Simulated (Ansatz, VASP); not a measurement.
# Ga: VASP beside Ansatz

Contents of INCAR:

```
  ALGO = Normal
  EDIFF = 1E-7
  ENCUT = 520
  GGA = RP
  ISIF = 2
  ISMEAR = -1
  LASPH = T
  LCHARG = F
  LREAL = F
  LWAVE = F
  NBANDS = 12
  NELM = 80
  PREC = Accurate
  SIGMA = 0.1
```

File KPOINTS:

```
k-points
0
Gamma
  15 15 15
```

POSCAR

```
Ga
1.0
   -1.6607776647      1.6607776647      1.6607776647
    1.6607776647     -1.6607776647      1.6607776647
    1.6607776647      1.6607776647     -1.6607776647
Ga
1
Direct
    0.0000000000      0.0000000000      0.0000000000
```

Input for Ansatz:

```yaml
crystal:
  lattice:
    - [-1.6607776647, 1.6607776647, 1.6607776647]
    - [1.6607776647, -1.6607776647, 1.6607776647]
    - [1.6607776647, 1.6607776647, -1.6607776647]
  atoms:
    - { symbol: Ga, position: [0.0, 0.0, 0.0] }
hamiltonian:
  xc: rpbe
  pseudopotentials:
    kind: paw
    azcp:
      Ga: "pseudopotentials/Ga.paw.azcp"
basis:
  ecutwfc: 420
  fft_grid_basis: typed
kpoints:
  mp_grid: { grid: [15, 15, 15], shift: [0, 0, 0] }
magnetization:
  spin_polarized: false
scf:
  occupations: { method: fermi_dirac, width: 0.1 }
  lower_state_search: "off"
output:
  stress: true
  write_density: true
  write_potential: true
  elf: true
  volumetric_format: npy
```

Alike in both runs: task single point; functional RPBE; k mesh 15 × 15 × 15; occupations fermi-dirac, width 0.1 eV; no spin polarisation.

```csv
,VASP,Ansatz
version,VASP 6.6.1,Ansatz 0.2.0
potentials or method,"VASP PAW PBE potentials, release 64 (Ga_d), cutoff 520 eV","plane waves (420 eV) with PAW, scalar-relativistic"
valence electrons in the cell,13,13
```

Ansatz gave:

```
pressure (GPa) : 4.3
```

Q: Estimate VASP's values.

A: Pressure (GPa): 4.4.

VASP's potentials were made for PBE, not for RPBE.
